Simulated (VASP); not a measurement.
The system is Sb.

```
CELL_PARAMETERS angstrom
3.35453 0.00000 0.00000
-1.67727 2.90511 0.00000
0.00000 0.00000 5.47016
ATOMIC_POSITIONS crystal
Sb 0.66667 0.33333 0.75000
Sb 0.33333 0.66667 0.25000
```

Program: VASP 6.6.1. Alike in all runs: task single point; potentials or basis VASP PAW PBE potentials, release 64 (Sb); cell as given; cutoff (eV) 520; smearing fermi-dirac 0.05 eV. Hardware: 1 thread of Intel(R) Xeon(R) Platinum 8488C (Sapphire Rapids) (shared host).

Task: Order these runs on this cell by their wall time, lowest first.
A. level PBE0; spin off; k mesh 6 × 6 × 4; grid for exact exchange (PRECFOCK) Normal
B. level PBEsol; spin non-collinear, zero start, SOC; k mesh 7 × 7 × 4
C. level PBEsol; spin off; k mesh 7 × 7 × 4
D. level PBE0; spin off; k mesh 5 × 5 × 3; grid for exact exchange (PRECFOCK) Normal

Result: C (6.8 s), B (31 s), D (370 s), A (1000 s).

Caveats: some runs use coarse meshes.
